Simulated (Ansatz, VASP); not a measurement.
## One calculation of BN, two programs

```
CELL_PARAMETERS angstrom
2.55394 0.00000 0.00000
-1.27697 2.21178 0.00000
0.00000 0.00000 4.22685
ATOMIC_POSITIONS crystal
B 0.66667 0.33333 0.99972
B 0.33333 0.66667 0.49972
N 0.66667 0.33333 0.62528
N 0.25247 0.61212 0.04776
```

Change from the starting cell: one atom moved.

Alike in both runs: task single point; functional PBE; k mesh 12 × 12 × 6; occupations gaussian, width 0.02 eV; no spin polarisation.

|  | VASP | Ansatz |
| --- | --- | --- |
| version | VASP 6.6.1 | Ansatz 0.2.0 |
| potentials or method | VASP PAW PBE potentials, release 64 (B, N), cutoff 520 eV | scalar-relativistic, plane waves, PAW |
| valence electrons in the cell | 16 | 16 |

VASP gave:

| Property | Result |
| --- | --- |
| gap on the k mesh at the Fermi level (eV) | 3.58 |
| least direct gap on the mesh (eV) | 5.15 |
| pressure (GPa) | 25.7 |
| traceless stress, the component that is largest in VASP (GPa) | 19.15 |
| rms of the force components (eV/Å) | 4.842 |

Which values does Ansatz return?

gap on the k mesh at the Fermi level (eV): 3.59; least direct gap on the mesh (eV): 5.15; pressure (GPa): 25.5; traceless stress, the component that is largest in VASP (GPa): 19.10; rms of the force components (eV/Å): 4.841.

Atom by atom the forces differ by 0.008 eV/Å (rms over components).
